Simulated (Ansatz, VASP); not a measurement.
PtSe2: VASP beside Ansatz

Contents of INCAR:

```
  PREC = Accurate
  ENCUT = 520
  EDIFF = 1E-6
  ISMEAR = 0
  SIGMA = 0.15
  LREAL = F
  LASPH = T
  NELM = 80
  ALGO = Normal
  ISIF = 2
  LWAVE = F
  LCHARG = F
  GGA = PE
  NBANDS = 18
```

The input KPOINTS:

```
regular mesh
0
Gamma
  12 12 10
```

POSCAR

```
PtSe2
1.0
    3.7240006046      0.0000000000      0.0000000000
   -1.8620003023      3.2250791273      0.0000000000
    0.0000000000      0.0000000000      5.0620000000
Pt Se
1 2
Direct
    0.0000000000      0.0000000000      0.0000000000
    0.3178298378      0.6356596755      0.2500000000
    0.6511631711      0.3023263422      0.7500000000
```

Input for Ansatz:

```yaml
crystal:
  lattice:
    - [3.7240006046, 0.0, 0.0]
    - [-1.8620003023, 3.2250791273, 0.0]
    - [0.0, 0.0, 5.062]
  atoms:
    - { symbol: Pt, position: [0.0, 0.0, 0.0] }
    - { symbol: Se, position: [0.3178298378, 0.6356596755, 0.25] }
    - { symbol: Se, position: [0.6511631711, 0.3023263422, 0.75] }
basis:
  ecutwfc: 420
kpoints:
  mp_grid: { grid: [12, 12, 10] }
hamiltonian:
  xc: pbe
scf:
  occupations: { method: gaussian, width: 0.15 }
output:
  forces: true
  stress: true
  eigenvalues: true
```

Change from the starting cell: all Se atoms moved -0.100 Å, as atom 2 along Cartesian [0 1 0].

Alike in both runs: task single point; functional PBE; k mesh 12 × 12 × 10; occupations gaussian, width 0.15 eV; no spin polarisation.

|  | VASP | Ansatz |
| --- | --- | --- |
| version | VASP 6.6.1 | Ansatz 0.2.0 |
| potentials or method | VASP PAW PBE potentials, release 64 (Pt, Se), cutoff 520 eV | scalar-relativistic, plane waves, PAW |
| valence electrons in the cell | 22 | 50 |

Ansatz gave:

| Item | Value |
| --- | --- |
| gap on the k mesh at the Fermi level (eV) | none |
| pressure (GPa) | 8.0 |
| traceless stress, the component that is largest in VASP (GPa) | -1.40 |
| rms of the force components (eV/Å) | 0.736 |

Problem. Which values does VASP return?

Solution. gap on the k mesh at the Fermi level (eV): none; pressure (GPa): 8.0; traceless stress, the component that is largest in VASP (GPa): -1.41; rms of the force components (eV/Å): 0.741.

Atom by atom the forces differ by 0.005 eV/Å (rms over components). A gap of «none» marks a metal or a gap that the smearing closes. VASP's potentials hold 22 valence electrons a cell and Ansatz's 50, so a difference there can come from the potentials and not from the codes.

Spin-orbit coupling is off throughout.
